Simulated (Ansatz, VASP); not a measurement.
## Two plane-wave programs on KRh

```xyz
2
Lattice="2.8723 0.5372 -0.1915 0.9999 2.7219 0.2584 0.2341 0.8165 5.6274" Properties=species:S:1:pos:R:3 pbc="T T T"
K     1.9361    1.6295    0.0335
Rh    0.6170    1.7692    2.9429
```

Alike in both runs: functional PBE; k mesh 6 × 6 × 4; occupations gaussian, width 0.1 eV; no spin polarisation.

Ansatz relaxed the structure, and its values are those at the end. VASP's run is a single point on that final structure, the one shown.

|  | VASP | Ansatz |
| --- | --- | --- |
| version | VASP 6.6.1 | Ansatz 0.2.0 |
| potentials or method | VASP PAW PBE potentials, release 64 (K_sv, Rh_pv), cutoff 520 eV | scalar-relativistic, plane waves, PAW |
| valence electrons in the cell | 24 | 26 |

Ansatz gave:

```
gap on the k mesh at the Fermi level (eV) : none
pressure (GPa)                            : 0.1
```

Problem. Which values does VASP return?

Solution. gap on the k mesh at the Fermi level (eV): none; pressure (GPa): 0.3.

A gap of «none» marks a metal or a gap that the smearing closes. With one functional, cell and mesh, what is left measures potentials, basis and numerics. VASP's potentials hold 24 valence electrons a cell and Ansatz's 26, so a difference there can come from the potentials and not from the codes.

The k mesh is coarse, so the values compare programs but aren't converged.
